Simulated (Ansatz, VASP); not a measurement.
**Hf: VASP beside Ansatz**

```
CELL_PARAMETERS angstrom
-1.69994 1.69994 1.69994
1.69994 -1.69994 1.69994
1.69994 1.69994 -1.69994
ATOMIC_POSITIONS crystal
Hf 0.00000 0.00000 0.00000
```

Alike in both runs: task single point; functional PBE; k mesh 14 × 14 × 14; occupations fermi-dirac, width 0.1 eV; no spin polarisation.

|  | VASP | Ansatz |
| --- | --- | --- |
| version | VASP 6.6.1 | Ansatz 0.2.0 |
| potentials or method | VASP PAW PBE potentials, release 64 (Hf_pv), cutoff 520 eV | plane waves (420 eV) with PAW, scalar-relativistic |
| valence electrons in the cell | 10 | 26 |

```tsv
	VASP	Ansatz	Ansatz less VASP
pressure (GPa)	15.4	15.7	+0.30
```

VASP's potentials hold 10 valence electrons a cell and Ansatz's 26, so a difference there can come from the potentials and not from the codes.

Neither program's run includes spin-orbit coupling.
